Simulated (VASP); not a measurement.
# C: single point with PBEsol+D3(BJ)

The system is C, a slab with vacuum.

```
CELL_PARAMETERS angstrom
2.45617 0.00000 0.00000
-1.22809 2.12711 0.00000
0.00000 0.00000 8.52380
ATOMIC_POSITIONS crystal
C 0.33333 0.66667 0.00000
C 0.66667 0.33333 0.00000
```

```yaml
Program: VASP 6.6.1
Task: single point
Functional: PBEsol
Dispersion: D3(BJ)
Potentials_or_basis: VASP PAW PBE potentials, release 64 (C)
Cutoff: 600 eV
k_mesh: 7 × 7 × 2
Occupations: gaussian, width 0.1 eV
Spin: no spin polarisation
Dipole_correction: no
Further_INCAR_settings: ALGO = Normal; EDIFF = 1e-06; NBANDS = 11
```

```
Band gap on the k mesh     : 3.04 eV, direct
Dispersion energy per atom : -0.051 eV
```

Levels at points of the mesh, in eV from the valence-band top:
```csv
k point,band 1,band 2,band 3,band 4,band 5,band 6,band 7,band 8,band 9
"(0.00, 0.00, 0.00)",-18.05,-6.20,-1.47,-1.47,4.63,7.00,8.54,9.89,9.89
"(0.00, 0.00, 0.50)",-18.05,-6.20,-1.47,-1.47,5.35,5.43,9.89,9.89,10.61
```

Wall time 12 s on 1 thread of AMD EPYC 7R43 64-Core Processor (Zen 3) (shared host), peak memory 0.14 GiB.

Caveat: the k points lie up to 0.42 Å⁻¹ apart; three body term missing.
